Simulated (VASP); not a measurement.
Wanted: the native input for a VASP 6.6.1 run.

| Property | Result |
| --- | --- |
| Task | single point |
| Functional | PBE |
| Potentials or basis | VASP PAW PBE potentials, release 64 (Rb_sv) |
| Cutoff | 500 eV |
| k mesh | 8 × 8 × 3 |
| Occupations | fermi-dirac, width 0.1 eV |
| Spin | no spin polarisation |
| Dipole correction | no |
| Further INCAR settings | ALGO = Normal; EDIFF = 1e-06; NBANDS = 26 |

The structure of Rb lies in POSCAR:

```
Rb
1.0
    4.8269512358      0.0000000000      0.0000000000
   -2.4134756179      4.1802623930      0.0000000000
    0.0000000000      0.0000000000     15.9247201753
Rb
4
Direct
    1.0000000000      1.0000000000      0.0000000000
    0.0000000000      1.0000000000      0.5000000000
    0.3333333333      0.6666666667      0.2500000000
    0.6666666667      0.3333333333      0.7500000000
```

This isn't the form of Rb at room conditions, which is bcc.

These files were run (other wordings do the same):

INCAR

```
SYSTEM = Rb
PREC = Accurate
ENCUT = 500
EDIFF = 1E-6
ISMEAR = -1
SIGMA = 0.1
LREAL = .False.
LASPH = .True.
NELM = 120
ALGO = Normal
ISIF = 2
LWAVE = .False.
LCHARG = .True.
GGA = PE
LELF = .True.
LVHAR = .True.
NBANDS = 26
GGA_COMPAT = .False.
```

KPOINTS

```
Automatic mesh
0
Gamma
  8 8 3
  0 0 0
```

Potentials or basis: VASP PAW PBE potentials, release 64 (Rb_sv).

Command:

```sh
$ cat potpaw_PBE.64/Rb_sv/POTCAR > POTCAR
$ mpirun -np 1 vasp_std > vasp.out
```

It gave:

```yaml
Pressure: 0.5 GPa
Band_gap_on_the_k_mesh: zero (bands 18 and 19 overlap by 2.03 eV)
```

Wall time 100 s on 1 thread of Intel(R) Xeon(R) Platinum 8488C (Sapphire Rapids), on a shared host, peak memory 0.44 GiB.
